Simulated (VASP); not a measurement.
# SnO: single point with PBE+D3(BJ)

Crystal: SnO.

```
Sn O
1.0
     3.77273    0.00000    0.00000
     0.00000    3.77273    0.00000
     0.00000    0.00000    4.47887
Sn O
2 2
Direct
  0.50000 0.00000 0.25998
  0.00000 0.50000 0.74002
  0.00000 0.00000 0.00000
  0.50000 0.50000 0.00000
```

* Program: VASP 6.6.1
* Task: single point
* Functional: PBE
* Dispersion: D3(BJ)
* Potentials or basis: VASP PAW PBE potentials, release 64 (Sn_d, O)
* Cutoff: 520 eV
* k mesh: 12 × 12 × 10
* Occupations: gaussian, width 0.1 eV
* Spin: no spin polarisation

| Property | Result |
| --- | --- |
| Pressure | 4.6 GPa |
| Largest force | 0.078 eV/Å |
| Band gap on the k mesh | zero (bands 20 and 21 overlap by 0.60 eV) |
| Dispersion energy per atom | -0.259 eV |

Forces in eV/Å, atoms in the order of the input:
```
Sn   0.000  0.000  0.078
Sn   0.000  0.000 -0.078
O    0.000  0.000  0.000
O    0.000  0.000  0.000
```

Levels at points of the mesh, in eV from the Fermi level:
```tsv
k point	band 18	band 19	band 20	band 21	band 22	band 23
(0.00, 0.00, 0.00)	-3.20	-3.20	0.07	2.63	4.22	4.22
(0.50, 0.00, 0.00)	-4.94	-3.01	-3.01	3.70	3.70	5.75
(0.50, 0.50, 0.00)	-2.53	-1.95	-1.95	-0.53	-0.53	4.65
(0.00, 0.00, 0.50)	-3.22	-2.38	-2.22	1.86	2.33	2.33
(0.50, 0.00, 0.50)	-4.86	-1.79	-1.79	3.09	3.09	5.04
(0.50, 0.50, 0.50)	-3.16	-2.54	-2.54	2.14	2.14	4.90
```

Run time: 100 s on 1 thread of Intel(R) Xeon(R) 6975P-C (Granite Rapids), on a shared host, peak memory 0.36 GiB.

Caveat: the cell stands under pressure; semilocal functionals underestimate gaps, so a narrow gap can read as zero; spin-orbit coupling is left out, which moves the levels of the heavy elements.
